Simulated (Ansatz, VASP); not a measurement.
## One calculation of Ni, two programs

```
Ni
1.0
    -1.37927    1.37927    1.37927
     1.37927   -1.37927    1.37927
     1.37927    1.37927   -1.37927
Ni
1
Direct
  0.00000 0.00000 0.00000
```

Alike in both runs: task single point; functional LDA; k mesh 18 × 18 × 18; occupations fermi-dirac, width 0.05 eV; collinear spin.

```csv
,VASP,Ansatz
version,VASP 6.6.1,Ansatz 0.2.0
potentials or method,"VASP PAW LDA potentials, release 64 (Ni), cutoff 520 eV","plane waves (420 eV) with PAW, scalar-relativistic"
valence electrons in the cell,10,18
```

VASP gave:

```
pressure (GPa)                                                : -9.9
net moment per atom (μB)                                      : 0.18
size of the moment on the site where the two differ most (μB) : 0.18
```

What did Ansatz give for the same quantities?

Pressure (GPa): -8.6; net moment per atom (μB): 0.50; size of the moment on the site where the two differ most (μB): 0.51.

The net moments are unlike, so the other rows may belong to different states. Ansatz warns that its potentials were made for another functional, while VASP's fit it. LDA's correlation is that of Perdew and Zunger in VASP and of Perdew and Wang (1992) in Ansatz. Site moments also hang on the region over which each program counts them. VASP's potentials hold 10 valence electrons a cell and Ansatz's 18, so a difference there can come from the potentials and not from the codes. Ansatz's warnings: spin hold released.
